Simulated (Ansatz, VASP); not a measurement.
**One calculation of Ga2O3, two programs**

File INCAR:

```
SYSTEM = Ga2O3
ALGO = Normal
EDIFF = 1E-6
ENCUT = 520
GGA = PE
ISIF = 2
ISMEAR = 0
LASPH = .TRUE.
LCHARG = .FALSE.
LREAL = Auto
LWAVE = .FALSE.
NBANDS = 104
NELM = 60
PREC = Accurate
SIGMA = 0.05
```

File KPOINTS:

```
k-points
0
G
  5 9 3
  0 0 0
```

File POSCAR:

```
Ga2O3
1.0
    1.4027234631      0.0000000000     -5.7076941965
    0.0000000000      3.0835130475      0.0000000000
   12.1743164088      0.0000000000      1.1645237155
Ga O
8 12
Direct
   -0.3767406338      0.0000000000      0.8399134337
    0.5232593662      0.5000000000      0.3399134337
    0.1767406338      0.0000000000      0.6600865663
    0.0767406338      0.5000000000      0.1600865663
    0.0175022518      0.0000000000      0.4085007299
    0.1175022518      0.5000000000      0.9085007299
    0.5824977482      0.0000000000      0.0914992701
   -0.3175022518      0.5000000000      0.5914992701
   -0.6765083861      0.0000000000      0.9134883783
    0.2234916139      0.5000000000      0.4134883783
    0.4765083861      0.0000000000      0.5865116217
    0.3765083861      0.5000000000      0.0865116217
   -0.1296191710      0.0000000000      0.9237013128
   -0.2296191710      0.5000000000      0.4237013128
   -0.0703808290      0.0000000000      0.5762986872
    0.8296191710      0.5000000000      0.0762986872
    0.0425225529      0.0000000000      0.2460195696
    0.1425225529      0.5000000000      0.7460195696
    0.5574774471      0.0000000000      0.2539804304
   -0.3425225529      0.5000000000      0.7539804304
```

Input for Ansatz:

```yaml
crystal:
  lattice:
    - [1.4027234631, 0.0, -5.7076941965]
    - [0.0, 3.0835130475, 0.0]
    - [12.1743164088, 0.0, 1.1645237155]
  atoms:
    - { symbol: Ga, position: [-0.3767406338, 0.0, 0.8399134337] }
    - { symbol: Ga, position: [0.5232593662, 0.5, 0.3399134337] }
    - { symbol: Ga, position: [0.1767406338, 0.0, 0.6600865663] }
    - { symbol: Ga, position: [0.0767406338, 0.5, 0.1600865663] }
    - { symbol: Ga, position: [0.0175022518, 0.0, 0.4085007299] }
    - { symbol: Ga, position: [0.1175022518, 0.5, 0.9085007299] }
    - { symbol: Ga, position: [0.5824977482, 0.0, 0.0914992701] }
    - { symbol: Ga, position: [-0.3175022518, 0.5, 0.5914992701] }
    - { symbol: O, position: [-0.6765083861, 0.0, 0.9134883783] }
    - { symbol: O, position: [0.2234916139, 0.5, 0.4134883783] }
    - { symbol: O, position: [0.4765083861, 0.0, 0.5865116217] }
    - { symbol: O, position: [0.3765083861, 0.5, 0.0865116217] }
    - { symbol: O, position: [-0.129619171, 0.0, 0.9237013128] }
    - { symbol: O, position: [-0.229619171, 0.5, 0.4237013128] }
    - { symbol: O, position: [-0.070380829, 0.0, 0.5762986872] }
    - { symbol: O, position: [0.829619171, 0.5, 0.0762986872] }
    - { symbol: O, position: [0.0425225529, 0.0, 0.2460195696] }
    - { symbol: O, position: [0.1425225529, 0.5, 0.7460195696] }
    - { symbol: O, position: [0.5574774471, 0.0, 0.2539804304] }
    - { symbol: O, position: [-0.3425225529, 0.5, 0.7539804304] }
basis:
  ecutwfc: 420
kpoints:
  mp_grid: { grid: [5, 9, 3] }
hamiltonian:
  xc: pbe
scf:
  occupations: { method: gaussian, width: 0.05 }
output:
  forces: true
  stress: true
  eigenvalues: true
```

Alike in both runs: task single point; functional PBE; k mesh 5 × 9 × 3; occupations gaussian, width 0.05 eV; no spin polarisation.

```csv
,VASP,Ansatz
version,VASP 6.6.1,Ansatz 0.2.0
potentials or method,"VASP PAW PBE potentials, release 64 (Ga_d, O), cutoff 520 eV","scalar-relativistic, plane waves, PAW"
valence electrons in the cell,176,176
```

Ansatz gave:

| Quantity | Value |
| --- | --- |
| gap on the k mesh at the Fermi level (eV) | 0.92 |
| least direct gap on the mesh (eV) | 1.06 |
| pressure (GPa) | 0.1 |
| traceless stress, the component that is largest in VASP (GPa) | -6.71 |
| rms of the force components (eV/Å) | 0.539 |

**Question.** What did VASP give for the same quantities?

**Answer.** gap on the k mesh at the Fermi level (eV): 0.90; least direct gap on the mesh (eV): 1.04; pressure (GPa): 0.7; traceless stress, the component that is largest in VASP (GPa): -6.74; rms of the force components (eV/Å): 0.536.

Atom by atom the forces differ by 0.012 eV/Å (rms over components).
